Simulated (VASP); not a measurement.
Wanted: the native input for a VASP 6.6.1 run.

| Quantity | Value |
| --- | --- |
| Task | single point |
| Functional | PBE |
| Potentials or basis | VASP PAW PBE potentials, release 64 (Sn_d, Ge_d, Te) |
| Cutoff | 520 eV |
| k mesh | 4 × 4 × 4 |
| Occupations | gaussian, width 0.1 eV |
| Spin | no spin polarisation |
| Dipole correction | no |
| Further INCAR settings | ALGO = Normal; EDIFF = 1e-07; NBANDS = 50 |

The structure of Sn3GeTe4 lies in POSCAR:

```
Sn3GeTe4
1.0
    4.5564089787     -4.4723052562      0.0000000000
    4.5564089787      4.4723052562      0.0000000000
   -4.4091953314      0.0000000000      6.3377139010
Sn Ge Te
3 1 4
Direct
    0.2609673937      0.7562297763      0.5026937205
    0.7562297763      0.2609673937      0.5026937205
    0.0149044827      0.0149044827      0.0145549993
    0.5376229194      0.5376229194      0.0175872286
    0.9722000237      0.4915719025      0.9947337239
    0.4915719025      0.9722000237      0.9947337239
    0.2371774381      0.2371774381      0.4984623706
    0.7295963461      0.7295963461      0.4745438479
```

One way to write it, as run:

INCAR

```
SYSTEM = Sn3GeTe4
PREC = Accurate
ENCUT = 520
EDIFF = 1E-7
ISMEAR = 0
SIGMA = 0.1
LREAL = .False.
LASPH = .True.
NELM = 60
ALGO = Normal
ISIF = 2
LWAVE = .False.
LCHARG = .False.
GGA = PE
NBANDS = 50
```

KPOINTS

```
regular mesh
0
Gamma
  4 4 4
  0 0 0
```

Potentials or basis: VASP PAW PBE potentials, release 64 (Sn_d, Ge_d, Te).

Run with:

```console
$ cat potpaw_PBE.64/Sn_d/POTCAR potpaw_PBE.64/Ge_d/POTCAR potpaw_PBE.64/Te/POTCAR > POTCAR
$ mpirun -np 1 vasp_std > vasp.out
```

It gave:

```
Pressure               : 0.0 GPa
Largest force          : 0.014 eV/Å
Band gap on the k mesh : 0.16 eV, direct
```

Caveat: spin-orbit coupling is left out, which moves the levels of the heavy elements.

It took 4.4 min on 1 thread of Intel(R) Xeon(R) Platinum 8488C (Sapphire Rapids), with other jobs on the host, peak memory 0.53 GiB.
